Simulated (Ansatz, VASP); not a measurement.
**AgCl in VASP and in Ansatz**

Contents of INCAR:

```
SYSTEM = AgCl
ALGO = Normal ; EDIFF = 1E-8
ENCUT = 520 ; GGA = PE
ISIF = 2 ; ISMEAR = -1
LASPH = .TRUE. ; LCHARG = .FALSE.
LEFG = .TRUE. ; LREAL = .FALSE.
LWAVE = .FALSE. ; NBANDS = 16
NELM = 100 ; PREC = Accurate
SIGMA = 0.01
```

Contents of KPOINTS:

```
k-points
0
G
  9 9 9
  0 0 0
```

File POSCAR:

```
AgCl
1.0
    3.3638722485      0.0000000000      0.0000000000
    0.0000000000      3.3638722485      0.0000000000
    0.0000000000      0.0000000000      3.3638722485
Ag Cl
1 1
Direct
    0.0000000000      0.0000000000      0.0000000000
    0.5000000000      0.5000000000      0.5000000000
```

Input for Ansatz:

```yaml
crystal:
  lattice:
    - [3.3638722485, 0.0, 0.0]
    - [0.0, 3.3638722485, 0.0]
    - [0.0, 0.0, 3.3638722485]
  atoms:
    - { symbol: Ag, position: [0.0, 0.0, 0.0] }
    - { symbol: Cl, position: [0.5, 0.5, 0.5] }
kpoints:
  mp_grid: { grid: [9, 9, 9] }
scf:
  occupations: { method: fermi_dirac, width: 0.01 }
hamiltonian:
  xc: pbe
  pseudopotentials: { kind: all_electron, datasets: crystal }
output:
  forces: true
  stress: true
  eigenvalues: true
  efg: { contact_densities: true }
```

Change from the starting cell: volume scaled by 0.94, crystal datasets.

Alike in both runs: task electric field gradients; functional PBE; k mesh 9 × 9 × 9; occupations fermi-dirac, width 0.01 eV; no spin polarisation.

```csv
,VASP,Ansatz
version,VASP 6.6.1,Ansatz 0.2.0
potentials or method,"VASP PAW PBE potentials, release 64 (Ag, Cl), cutoff 520 eV","all-electron PAW with datasets made for the crystal, scalar-relativistic"
```

VASP gave:

* gap on the k mesh at the Fermi level (eV): 0.63
* pressure (GPa): 3.1

**Question.** Estimate Ansatz's values.

**Answer.** gap on the k mesh at the Fermi level (eV): 0.64; pressure (GPa): 3.3.

Ansatz ran all-electron here, and VASP with PAW potentials.
